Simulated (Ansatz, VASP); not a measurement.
CuO: VASP beside Ansatz

Contents of POSCAR:

```
CuO
1.0
    2.8363251100      0.0000000000      0.0000000000
   -1.4181625500      2.4563296000      0.0000000000
    0.0000000000      0.0000000000      2.7681127800
Cu O
1 1
Direct
    0.0000000000      0.0000000000      0.0000000000
    0.6666666667      0.3333333333      0.5000000000
```

File INCAR.step1:

```
SYSTEM = CuO
  ALGO = Normal
  EDIFF = 1E-4
  ENCUT = 600
  GGA = PE
  ISMEAR = -1
  LASPH = .TRUE.
  LCHARG = .FALSE.
  LDAU = .TRUE.
  LDAUJ = 0 0
  LDAUL = 2 -1
  LDAUTYPE = 2
  LDAUU = 5.3 0
  LMAXMIX = 4
  LREAL = .FALSE.
  LWAVE = .TRUE.
  NELM = 150
  PREC = Accurate
  SIGMA = 0.05
```

Contents of INCAR.step2:

```
SYSTEM = CuO
  ALGO = Normal
  EDIFF = 1E-7
  EDIFFG = -0.01
  ENCUT = 600
  IBRION = 2
  ISIF = 3
  ISMEAR = -1
  ISTART = 1
  LASPH = .TRUE.
  LCHARG = .FALSE.
  LDAU = .TRUE.
  LDAUJ = 0 0
  LDAUL = 2 -1
  LDAUPRINT = 1
  LDAUTYPE = 2
  LDAUU = 5.3 0
  LMAXMIX = 4
  LMIXTAU = .TRUE.
  LREAL = .FALSE.
  LWAVE = .FALSE.
  METAGGA = R2SCAN
  NELM = 150
  NSW = 60
  PREC = Accurate
  SIGMA = 0.05
```

Contents of KPOINTS:

```
k-points
0
G
  11 11 10
  0 0 0
```

The input input.yaml:

```yaml
crystal:
  lattice:
    - [2.83632511, 0.0, 0.0]
    - [-1.41816255, 2.4563296, 0.0]
    - [0.0, 0.0, 2.76811278]
  atoms:
    - { symbol: Cu, position: [0.0, 0.0, 0.0] }
    - { symbol: O, position: [0.6666666667, 0.3333333333, 0.5] }
hamiltonian:
  xc: r2scan
  pseudopotentials: { kind: paw }
  hubbard: { sites: [{ species: Cu, l: d, u_eff: 5.3 }] }
kpoints:
  mp_grid: { grid: [11, 11, 10] }
scf:
  occupations: { method: fermi_dirac, width: 0.05 }
output:
  forces: true
  stress: true
  eigenvalues: true
  write_density: true
  write_potential: true
  elf: true
  volumetric_format: npy
relax:
  f_tol: 0.01
  max_steps: 40
  cell: { stress_tol: 0.05 }
```

Alike in both runs: task relaxation of cell and atoms; functional r2SCAN; k mesh 11 × 11 × 10; occupations fermi-dirac, width 0.05 eV; no spin polarisation; Hubbard terms Cu d U = 5.3 eV.

```csv
,VASP,Ansatz
version,VASP 6.6.1,Ansatz 0.2.0
potentials or method,"VASP PAW PBE potentials, release 64 (Cu, O)",Ansatz PAW
plane-wave cutoff (eV),600,500
valence electrons in the cell,17,25
```

```tsv
	VASP	Ansatz	Ansatz less VASP
gap on the k mesh at the Fermi level, each at its own relaxed structure (eV)	none	none	-
relaxed volume (Å³/atom)	9.12	9.48	+0.359
relaxed cell length with the largest relative difference (Å)	2.832	2.870	+0.0375
```

VASP's potentials were made for PBE, not for r2SCAN. The programs project onto different local orbitals, so the same U acts differently, and such runs can settle in different states. A gap of «none» marks a metal or a gap that the smearing closes. VASP's potentials hold 17 valence electrons a cell and Ansatz's 25, so a difference there can come from the potentials and not from the codes.

Noted on Ansatz's run: the plane-wave basis is chosen anew once the cell has moved, so the energies of steps on either side of that aren't comparable.
